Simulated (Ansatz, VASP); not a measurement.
Ti in VASP and in Ansatz

INCAR

```
ALGO = Normal
EDIFF = 1E-6
ENCUT = 500
GGA = PE
GGA_COMPAT = F
ISIF = 2
ISMEAR = 0
LASPH = T
LCHARG = F
LREAL = F
LWAVE = F
NBANDS = 12
NELM = 120
PREC = Accurate
SIGMA = 0.1
```

The input KPOINTS:

```
k-points
0
Gamma
  8 8 8
```

Contents of POSCAR:

```
Ti
1.0
   -1.6410000000      1.6410000000      1.6410000000
    1.6410000000     -1.6410000000      1.6410000000
    1.6410000000      1.6410000000     -1.6410000000
Ti
1
Direct
    0.0000000000      0.0000000000      0.0000000000
```

Input for Ansatz:

```yaml
crystal:
  lattice:
    - [-1.641, 1.641, 1.641]
    - [1.641, -1.641, 1.641]
    - [1.641, 1.641, -1.641]
  atoms:
    - { symbol: Ti, position: [0.0, 0.0, 0.0] }
basis:
  ecutwfc: 420
kpoints:
  mp_grid: { grid: [8, 8, 8] }
hamiltonian:
  xc: pbe
scf:
  occupations: { method: gaussian, width: 0.1 }
output:
  forces: true
  stress: true
  eigenvalues: true
```

Alike in both runs: task single point; functional PBE; k mesh 8 × 8 × 8; occupations gaussian, width 0.1 eV; no spin polarisation.

|  | VASP | Ansatz |
| --- | --- | --- |
| version | VASP 6.6.1 | Ansatz 0.2.0 |
| potentials or method | VASP PAW PBE potentials, release 64 (Ti_sv), cutoff 500 eV | scalar-relativistic, plane waves, PAW |
| valence electrons in the cell | 12 | 12 |

|  | VASP | Ansatz | Ansatz less VASP |
| --- | --- | --- | --- |
| gap on the k mesh at the Fermi level (eV) | none | none | - |
| pressure (GPa) | -2.9 | -2.7 | +0.25 |

A gap of «none» marks a metal or a gap that the smearing closes.
